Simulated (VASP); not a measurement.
# Nb (Im-3m) in VASP: notebook, part 2 of 2

VASP 6.6.1.

### 3 Single point, PBE

This run uses another cell than the first one, of 18.15 Å³/atom.

INCAR

```
PREC     = Accurate       # precision mode
ENCUT    = 520            # plane-wave cutoff, eV
EDIFF    = 1E-6           # SCF threshold, eV
ISMEAR   = 0              # smearing method
SIGMA    = 0.1            # smearing width, eV
LREAL    = F              # projectors in reciprocal space
LASPH    = T              # aspherical terms in the spheres
NELM     = 60             # most SCF steps
ALGO     = Normal         # electronic algorithm
ISIF     = 2              # what is computed and relaxed
LWAVE    = F              # write WAVECAR
LCHARG   = F              # write CHGCAR
GGA      = PE             # functional
NBANDS   = 12             # bands
```

KPOINTS

```
regular mesh
0
Gamma
  18 18 18
```

POSCAR

```
Nb
1.0
   -1.6555580008      1.6555580008      1.6555580008
    1.6555580008     -1.6555580008      1.6555580008
    1.6555580008      1.6555580008     -1.6555580008
Nb
1
Direct
    0.0000000000      0.0000000000      0.0000000000
```

Potentials or basis: VASP PAW PBE potentials, release 64 (Nb_sv).

Started as:

```bash
$ cat potpaw_PBE.64/Nb_sv/POTCAR > POTCAR
$ mpirun -np 1 vasp_std > vasp.out
```

OUTCAR:

```text
PREC = Accurate
   ENCUT = 520
   EDIFF = 1E-6
   ISMEAR = 0
   LREAL = F
   LASPH = T
   NELM = 60
   ISIF = 2
   GGA = PE

 ion  position               nearest neighbor table
   1  0.000  0.000  0.000-

  LATTYP: Found a body centered cubic cell.
 ALAT       =     3.3111160016

  Lattice vectors:

 A1 = (  -1.6555580008,   1.6555580008,   1.6555580008)
 A2 = (   1.6555580008,  -1.6555580008,   1.6555580008)
 A3 = (   1.6555580008,   1.6555580008,  -1.6555580008)

Analysis of symmetry for initial positions (statically):
=====================================================================
 Subroutine PRICEL returns:
 Original cell was already a primitive cell.

 Routine SETGRP: Setting up the symmetry group for a
 body centered cubic supercell.

 Subroutine GETGRP returns: Found 48 space group operations
 (whereof 48 operations were pure point group operations)
 out of a pool of 48 trial point group operations.

The static configuration has the point symmetry O_h .

Analysis of symmetry for dynamics (positions and initial velocities):
=====================================================================
[... 161 lines left out ...]
 fundamental gap:      0.0122348311
 Fermi energy:        11.0521648575

 k-point     1 :       0.0000    0.0000    0.0000
  band No.  band energies     occupation
      1     -43.3099      2.00000
      2     -18.6230      2.00000
      3     -18.6230      2.00000
      4     -18.6230      2.00000
      5       5.1399      2.00000
      6      11.4388      0.00000
      7      11.4388      0.00000
      8      11.4388      0.00000
      9      14.3229      0.00000
     10      14.3229      0.00000
     11      25.2704      0.00000
     12      25.2704      0.00000
[... 331 lines left out ...]
 k-point    24 :       0.3889    0.1111    0.0000
  band No.  band energies     occupation
      1     -43.0721      2.00000
      2     -19.8645      2.00000
      3     -19.0788      2.00000
      4     -18.6922      2.00000
      5       7.7625      2.00000
      6       9.5667      2.00000
      7      12.1596      0.00000
      8      14.2069      0.00000
      9      15.2748      0.00000
     10      17.7364      0.00000
     11      22.8834      0.00000
     12      23.5902      0.00000

 [... further k-points ...]
[... 5 lines left out ...]
  --------------------------------------------------------------------------------------
  -------------------------------------------------------------------------------------
  Total       -0.0360152     -0.0360152     -0.0360152      0.0000000     -0.0000000      0.0000000
  in kB       -3.1790925     -3.1790925     -3.1790925      0.0000000     -0.0000000      0.0000000
  external PRESSURE =      -3.1790925 kB  Pullay stress =       0.0000000 kB

 VOLUME and BASIS-vectors are now :
 -----------------------------------------------------------------------------
  energy-cutoff  :      520.00
  volume of cell :       18.15
      direct lattice vectors                 reciprocal lattice vectors
    -1.655558001  1.655558001  1.655558001     0.000000000  0.302012977  0.302012977
     1.655558001 -1.655558001  1.655558001     0.302012977  0.000000000  0.302012977
     1.655558001  1.655558001 -1.655558001     0.302012977  0.302012977  0.000000000

 POSITION                                       TOTAL-FORCE (eV/Angst)
 -----------------------------------------------------------------------------------
      0.00000      0.00000      0.00000        -0.000000     -0.000000      0.000000
 -----------------------------------------------------------------------------------
    total drift:                               -0.000000      0.000000     -0.000000

  FREE ENERGIE OF THE ION-ELECTRON SYSTEM (eV)
  ---------------------------------------------------
  free  energy   TOTEN  =       -10.2198260116 eV

  energy  without entropy=      -10.2114352947  energy(sigma->0) =      -10.21563065
```

Run time: 50 s. Hardware: 1 thread of Intel Xeon 8259CL, shared host; peak memory 0.17 GiB.

Results:

```
Free energy            : -10.2198 eV
Pressure               : -0.3 GPa
Band gap on the k mesh : zero (an odd number of electrons rules out a gap without spin polarisation)
```

### 4 Single point, PBE

This run uses another cell than the first one, of 18.43 Å³/atom.

INCAR

```
PREC = Accurate ; ENCUT = 520
EDIFF = 1E-6 ; ISMEAR = 0
SIGMA = 0.1 ; LREAL = F
LASPH = T ; NELM = 60
ALGO = Fast ; ISIF = 2
LWAVE = F ; LCHARG = F
GGA = PE ; NBANDS = 12
```

KPOINTS

```
Automatic mesh
0
Gamma
  18 18 18
```

POSCAR

```
Nb
1.0
   -1.6639500000      1.6639500000      1.6639500000
    1.6639500000     -1.6639500000      1.6639500000
    1.6639500000      1.6639500000     -1.6639500000
Nb
1
Direct
    0.0000000000      0.0000000000      0.0000000000
```

Started as:

```bash
$ cat potpaw_PBE.64/Nb_sv/POTCAR > POTCAR
$ mpirun -np 1 vasp_std > vasp.out
```

Run time: 85 s. Hardware: 1 thread of Intel Xeon 8259CL, shared host; peak memory 0.17 GiB.

Results (log left out):

* Free energy: -10.2173 eV
* Pressure: -2.8 GPa
* Band gap on the k mesh: zero (an odd number of electrons rules out a gap without spin polarisation)

Levels at points of the mesh, in eV from the Fermi level:
| k point | band 2 | band 3 | band 4 | band 5 | band 6 | band 7 | band 8 | band 9 | band 10 | band 11 |
| --- | --- | --- | --- | --- | --- | --- | --- | --- | --- | --- |
| (0.00, 0.00, 0.00) | -29.73 | -29.73 | -29.73 | -5.88 | 0.39 | 0.39 | 0.39 | 3.22 | 3.22 | 14.18 |
| (0.50, 0.00, 0.00) | -30.99 | -30.13 | -29.74 | -3.61 | -1.57 | 2.19 | 3.24 | 3.91 | 6.21 | 11.57 |
| (0.50, 0.50, 0.50) | -30.59 | -30.59 | -30.59 | -3.57 | -3.57 | 5.47 | 5.47 | 5.47 | 8.90 | 8.90 |

### 5 Single point, PBE (18.70 Å³/atom)

This run uses another cell than the first one, of 18.70 Å³/atom.

INCAR

```
SYSTEM = Nb
  PREC = Accurate
  ENCUT = 520
  EDIFF = 1E-6
  ISMEAR = 0
  SIGMA = 0.1
  LREAL = .False.
  LASPH = .True.
  NELM = 80
  ALGO = Normal
  ISIF = 2
  LWAVE = .False.
  LCHARG = .True.
  GGA = PE
  LELF = .True.
  LVHAR = .True.
  NBANDS = 12
```

KPOINTS

```
Automatic mesh
0
Gamma
  18 18 18
  0 0 0
```

POSCAR

```
Nb
1.0
   -1.6719507303      1.6719507303      1.6719507303
    1.6719507303     -1.6719507303      1.6719507303
    1.6719507303      1.6719507303     -1.6719507303
Nb
1
Direct
    0.0000000000      0.0000000000      0.0000000000
```

Started as:

```bash
$ cat potpaw_PBE.64/Nb_sv/POTCAR > POTCAR
$ mpirun -np 1 vasp_std > vasp.out
```

Run time: 50 s. Hardware: 1 thread of Intel Xeon 8259CL, shared host; peak memory 0.17 GiB.

It converged, with:

```
Free energy            : -10.2110 eV
Pressure               : -5.0 GPa
Band gap on the k mesh : zero (an odd number of electrons rules out a gap without spin polarisation)
```

Levels at points of the mesh, in eV from the Fermi level:
| k point | band 4 | band 5 | band 6 | band 7 | band 8 | band 9 |
| --- | --- | --- | --- | --- | --- | --- |
| (0.00, 0.00, 0.00) | -29.78 | -5.85 | 0.39 | 0.39 | 0.39 | 3.18 |
| (0.50, 0.00, 0.00) | -29.79 | -3.55 | -1.53 | 2.13 | 3.19 | 3.84 |
| (0.50, 0.50, 0.50) | -30.61 | -3.49 | -3.49 | 5.37 | 5.37 | 5.37 |

Caveat: the cell stands under tension.

### 6 Single point, PBE (19.24 Å³/atom)

This run uses another cell than the first one, of 19.24 Å³/atom.

INCAR

```
SYSTEM = Nb
PREC = Accurate ; ENCUT = 520
EDIFF = 1E-6 ; ISMEAR = 0
SIGMA = 0.1 ; LREAL = .False.
LASPH = .True. ; NELM = 60
ALGO = Normal ; ISIF = 2
LWAVE = .False. ; LCHARG = .False.
GGA = PE ; NBANDS = 12
```

KPOINTS is that of step 5.

POSCAR

```
Nb
1.0
   -1.6880281659      1.6880281659      1.6880281659
    1.6880281659     -1.6880281659      1.6880281659
    1.6880281659      1.6880281659     -1.6880281659
Nb
1
Direct
    0.0000000000      0.0000000000      0.0000000000
```

Potentials or basis: VASP PAW PBE potentials, release 64 (Nb_sv).

Started as:

```bash
$ cat potpaw_PBE.64/Nb_sv/POTCAR > POTCAR
$ mpirun -np 1 vasp_std > vasp.out
```

OUTCAR:

```text
SYSTEM = Nb
   PREC = Accurate
   ENCUT = 520
   EDIFF = 1E-6
   ISMEAR = 0
   LREAL = .False.
   LASPH = .True.
   NELM = 60
   ISIF = 2
   GGA = PE

 ion  position               nearest neighbor table
   1  0.000  0.000  0.000-

  LATTYP: Found a body centered cubic cell.
 ALAT       =     3.3760563318

  Lattice vectors:

 A1 = (  -1.6880281659,   1.6880281659,   1.6880281659)
 A2 = (   1.6880281659,  -1.6880281659,   1.6880281659)
 A3 = (   1.6880281659,   1.6880281659,  -1.6880281659)

[... 530 lines left out ...]
      4     -19.6651      2.00000
      5       7.1722      2.00000
      6       8.9226      2.00000
      7      11.2161      0.00000
      8      13.2262      0.00000
      9      14.1971      0.00000
     10      16.4732      0.00000
     11      21.3408      0.00000
     12      22.4481      0.00000

 [... further k-points ...]
[... 5 lines left out ...]
  --------------------------------------------------------------------------------------
  -------------------------------------------------------------------------------------
  Total       -1.0990043     -1.0990043     -1.0990043      0.0000000      0.0000000     -0.0000000
  in kB      -91.5189237    -91.5189237    -91.5189237      0.0000000      0.0000000     -0.0000000
  external PRESSURE =     -91.5189237 kB  Pullay stress =       0.0000000 kB

 VOLUME and BASIS-vectors are now :
 -----------------------------------------------------------------------------
  energy-cutoff  :      520.00
  volume of cell :       19.24
      direct lattice vectors                 reciprocal lattice vectors
    -1.688028166  1.688028166  1.688028166     0.000000000  0.296203588  0.296203588
     1.688028166 -1.688028166  1.688028166     0.296203588  0.000000000  0.296203588
     1.688028166  1.688028166 -1.688028166     0.296203588  0.296203588  0.000000000

 POSITION                                       TOTAL-FORCE (eV/Angst)
 -----------------------------------------------------------------------------------
      0.00000      0.00000      0.00000         0.000000     -0.000000     -0.000000
 -----------------------------------------------------------------------------------
    total drift:                                0.000000      0.000000     -0.000000

  FREE ENERGIE OF THE ION-ELECTRON SYSTEM (eV)
  ---------------------------------------------------
  free  energy   TOTEN  =       -10.1870655916 eV

  energy  without entropy=      -10.1785152388  energy(sigma->0) =      -10.18279042
```

stdout:

```text
POSCAR found type information on POSCAR Nb
 POSCAR found :  1 types and       1 ions
 scaLAPACK will be used
 LDA part: xc-table for (Slater+PW92), standard interpolation
 POSCAR, INCAR and KPOINTS ok, starting setup
 FFT: planning ... GRIDC
 FFT: planning ... GRID_SOFT
 FFT: planning ... GRID
 WAVECAR not read
 entering main loop
```

Run time: 54 s. Hardware: 1 thread of Intel Xeon 8259CL, shared host; peak memory 0.17 GiB.

What came out:

| Property | Result |
| --- | --- |
| Free energy | -10.1871 eV |
| Pressure | -9.2 GPa |
| Band gap on the k mesh | zero (an odd number of electrons rules out a gap without spin polarisation) |

Caveat: the cell stands under tension.

### 7 Overview

```csv
cell,gap on the mesh (eV),pressure (GPa)
"a = 2.839 Å, angles 109.5°, 1 atom",none,5.0
"a = 2.868 Å, angles 109.5°, 1 atom",none,-0.3
"a = 2.882 Å, angles 109.5°, 1 atom",none,-2.8
"a = 2.896 Å, angles 109.5°, 1 atom",none,-5.0
"a = 2.924 Å, angles 109.5°, 1 atom",none,-9.2
```

Alike in all rows: task single point; level PBE; potentials or basis VASP PAW PBE potentials, release 64 (Nb_sv); no spin polarisation; k mesh 18 × 18 × 18; cutoff (eV) 520; smearing gaussian 0.1 eV.

Caveats: the cell stands under tension (at least some runs); the cell stands under pressure (at least some runs).

Absolute energies hang on the potentials; compare differences alone.
